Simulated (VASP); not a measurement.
CaOs, 2 atoms in the cell. It takes space group R-3m (No. 166, trigonal). The conventional cell has a = 3.603 Å, b = 3.603 Å, c = 15.364 Å, α = 90.00°, β = 90.00°, γ = 120.00°. Ca (site symmetry -3m) has 6 Os at 3.30 Å and 6 Ca at 3.60 Å within 4.3 Å. Within 4.3 Å of Os (site symmetry -3m) lie 6 Ca at 3.30 Å and 6 Os at 3.60 Å. The cell was generated, and may not be a known phase.

```yaml
Program: VASP 6.6.1
Task: single point
Functional: PBE
Potentials_or_basis: VASP PAW PBE potentials, release 64 (Ca_sv, Os)
Cutoff: 520 eV
k_mesh: 6 × 6 × 6
Occupations: gaussian, width 0.1 eV
Spin: no spin polarisation
Dipole_correction: no
Further_INCAR_settings: ALGO = Normal; EDIFF = 1e-06; NBANDS = 16
```

Potentials or basis: VASP PAW PBE potentials, release 64 (Ca_sv, Os).

Command:

```bash
$ cat potpaw_PBE.64/Ca_sv/POTCAR potpaw_PBE.64/Os/POTCAR > POTCAR
$ mpirun -np 1 vasp_std > vasp.out
```

Hardware: 1 thread of Intel(R) Xeon(R) 6975P-C (Granite Rapids) (shared host).

Problem. Estimate the wall time of this run.

Solution. Wall time 32 s on 1 thread of Intel(R) Xeon(R) 6975P-C (Granite Rapids), on a shared host, peak memory 0.26 GiB. Counts: scf iterations 13, k points 32.
